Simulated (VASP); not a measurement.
A run of VASP 6.6.1 is set up as follows.

Contents of INCAR:

```
SYSTEM = NaF
PREC = Accurate
ENCUT = 520
EDIFF = 1E-7
ISMEAR = -1
SIGMA = 0.02
LREAL = .False.
LASPH = .True.
NELM = 60
ALGO = Normal
ISIF = 2
LWAVE = .False.
LCHARG = .False.
GGA = CA
NBANDS = 14
```

The input KPOINTS:

```
regular mesh
0
Gamma
  10 10 10
  0 0 0
```

Contents of POSCAR:

```
NaF
1.0
   -0.0232330000      2.3116835000      2.3116835000
    2.3116835000     -0.0232330000      2.3116835000
    2.3116835000      2.3116835000     -0.0232330000
Na F
1 1
Direct
    0.0000000000      0.0000000000      0.0000000000
    0.5000000000      0.5000000000      0.5000000000
```

Potentials or basis: VASP PAW LDA potentials, release 64 (Na_pv, F).

The run is started by

```console
$ cat potpaw_LDA.64/Na_pv/POTCAR potpaw_LDA.64/F/POTCAR > POTCAR
$ mpirun -np 1 vasp_std > vasp.out
```

(1) Estimate the band gap on the k mesh.

(2) Estimate the pressure.

## Answers

(1) 5.89 eV, direct.

(2) -4.7 GPa.

Caveat: the cell differs from its parent crystal (equal xy, yz and zx shear strains of -1 %).
